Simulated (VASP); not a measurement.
Wanted: the native input for a VASP 6.6.1 run.

| Quantity | Value |
| --- | --- |
| Task | single point |
| Functional | PBE |
| Potentials or basis | VASP PAW PBE potentials, release 64 (In_d, P) |
| Cutoff | 500 eV |
| k mesh | 2 × 2 × 2 |
| Occupations | gaussian, width 0.01 eV |
| Spin | no spin polarisation |
| Dipole correction | no |
| Further INCAR settings | ALGO = Normal; EDIFF = 1e-06; NBANDS = 16 |

The structure of InP lies in POSCAR:

```
InP
1.0
    0.0000000000      2.9670733100      2.9670733100
    2.9670733100      0.0000000000      2.9670733100
    2.9670733100      2.9670733100      0.0000000000
In P
1 1
Direct
    0.0000000000      0.0000000000      0.0000000000
    0.2500000000      0.2500000000      0.2500000000
```

The input as run:

INCAR

```
SYSTEM = InP
PREC = Accurate
ENCUT = 500
EDIFF = 1E-6
ISMEAR = 0
SIGMA = 0.01
LREAL = .FALSE.
LASPH = .TRUE.
NELM = 120
ALGO = Normal
ISIF = 2
LWAVE = .FALSE.
LCHARG = .FALSE.
GGA = PE
NBANDS = 16
GGA_COMPAT = .FALSE.
```

KPOINTS

```
regular mesh
0
G
  2 2 2
  0 0 0
```

Potentials or basis: VASP PAW PBE potentials, release 64 (In_d, P).

Launch:

```sh
$ cat potpaw_PBE.64/In_d/POTCAR potpaw_PBE.64/P/POTCAR > POTCAR
$ mpirun -np 1 vasp_std > vasp.out
```

It gave:

| Quantity | Value |
| --- | --- |
| Pressure | 4.4 GPa |
| Band gap on the k mesh | 0.40 eV, direct |

Caveat: the k points lie up to 0.92 Å⁻¹ apart; spin-orbit coupling is left out, which moves the levels of the heavy elements.

Wall time 9 s on 1 thread of AMD EPYC 7R13 (shared host), peak memory 0.14 GiB.
